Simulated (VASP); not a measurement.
A run of VASP 6.6.1 is set up as follows.

Contents of INCAR:

```
PREC = Accurate
ENCUT = 520
EDIFF = 1E-7
ISMEAR = 0
SIGMA = 0.15
LREAL = False
LASPH = True
NELM = 100
ALGO = Normal
ISIF = 2
LWAVE = False
LCHARG = False
GGA = PE
NBANDS = 16
```

File KPOINTS:

```
Automatic mesh
0
Gamma
  18 18 18
```

The input POSCAR:

```
CoSi2
1.0
    0.0000000000      2.4555218376      3.1921783889
    2.4555218376      0.0000000000      3.1921783889
    2.4555218376      2.4555218376      0.0000000000
Co Si
1 2
Direct
    0.0000000000      0.0000000000      0.0000000000
    0.2500000000      0.2500000000      0.2500000000
    0.7500000000      0.7500000000      0.7500000000
```

Potentials or basis: VASP PAW PBE potentials, release 64 (Co, Si).

The run is started by

```sh
$ cat potpaw_PBE.64/Co/POTCAR potpaw_PBE.64/Si/POTCAR > POTCAR
$ mpirun -np 1 vasp_std > vasp.out
```

Question: Estimate the band gap on the k mesh.

Answer: Zero (an odd number of electrons rules out a gap without spin polarisation).

Question: Predict the pressure.

Answer: 3.2 GPa.

Stress tensor (GPa, compression positive):
```
 10.80   0.00   0.00
  0.00  10.80   0.00
  0.00   0.00 -11.99
```

Caveat: the cell stands under pressure; the run has no spin polarisation, though such a crystal can be magnetic. Spin polarisation is off, so any magnetic state and its effect on volume and gap are missing.
